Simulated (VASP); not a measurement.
A run of VASP 6.6.1 is set up as follows.

The input POSCAR:

```
MgS
1.0
    2.6276665000      2.6276665000      0.0000000000
   -2.6276665000      2.6276665000      0.0000000000
    0.0000000000      2.6276665000      2.5860401000
Mg S
1 1
Direct
    0.0000000000      0.0000000000      0.0000000000
    0.5000000000      0.5000000000      0.0000000000
```

The input INCAR.step1:

```
  PREC = Accurate
  ENCUT = 520
  ISMEAR = 0
  SIGMA = 0.01
  LREAL = F
  LASPH = T
  NELM = 100
  NBANDS = 11
  GGA = PE
  ALGO = Normal
  EDIFF = 1E-4
  LWAVE = T
  LCHARG = F
```

INCAR.step2

```
  PREC = Accurate
  ENCUT = 520
  EDIFF = 1E-7
  ISMEAR = 0
  SIGMA = 0.01
  LREAL = F
  LASPH = T
  NELM = 100
  ALGO = Normal
  ISIF = 2
  LWAVE = F
  LCHARG = F
  METAGGA = R2SCAN
  LMIXTAU = T
  NBANDS = 11
  ISTART = 1
```

File KPOINTS:

```
Automatic mesh
0
Gamma
  8 8 8
```

Potentials or basis: VASP PAW PBE potentials, release 64 (Mg, S).

Launch:

```console
$ cat potpaw_PBE.64/Mg/POTCAR potpaw_PBE.64/S/POTCAR > POTCAR
$ cp INCAR.step1 INCAR
$ mpirun -np 1 vasp_std > vasp.out
$ cp INCAR.step2 INCAR
$ mpirun -np 1 vasp_std > vasp.out
```

Task: What does it give for the band gap on the k mesh?

Result: 3.33 eV, indirect (least direct gap 4.47 eV).

Task: Predict the pressure.

Result: -1.5 GPa.

Stress tensor (GPa, compression positive):
```
-2.03  0.00  0.00
 0.00 -2.03  0.00
 0.00  0.00 -0.44
```

Caveat: the cell differs from its parent crystal (in-plane strain +0.01, then relaxed in part); the PAW data sets were made with another functional, which shifts forces and pressure a little. A k mesh can miss the band edges.
